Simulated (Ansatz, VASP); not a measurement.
KI: VASP beside Ansatz

```
K I
1.0
     0.00000    3.82888    2.98653
     3.82888    0.00000    2.98653
     3.82888    3.82888    0.00000
K I
1 1
Direct
  0.00000 0.00000 0.00000
  0.50000 0.50000 0.50000
```

Alike in both runs: task single point; functional PBE; k mesh 6 × 6 × 6; occupations gaussian, width 0.05 eV; no spin polarisation.

```csv
,VASP,Ansatz
version,VASP 6.6.1,Ansatz 0.2.0
potentials or method,"VASP PAW PBE potentials, release 64 (K_sv, I), cutoff 520 eV","scalar-relativistic, plane waves, PAW"
valence electrons in the cell,16,26
```

```tsv
	VASP	Ansatz	Ansatz less VASP
gap on the k mesh at the Fermi level (eV)	3.62	3.63	+0.008
least direct gap on the mesh (eV)	3.62	3.63	+0.008
pressure (GPa)	3.8	3.7	-0.07
traceless stress, the component that is largest in VASP (GPa)	8.68	8.59	-0.087
```

VASP's potentials hold 16 valence electrons a cell and Ansatz's 26, so a difference there can come from the potentials and not from the codes.

Spin-orbit coupling is off throughout.
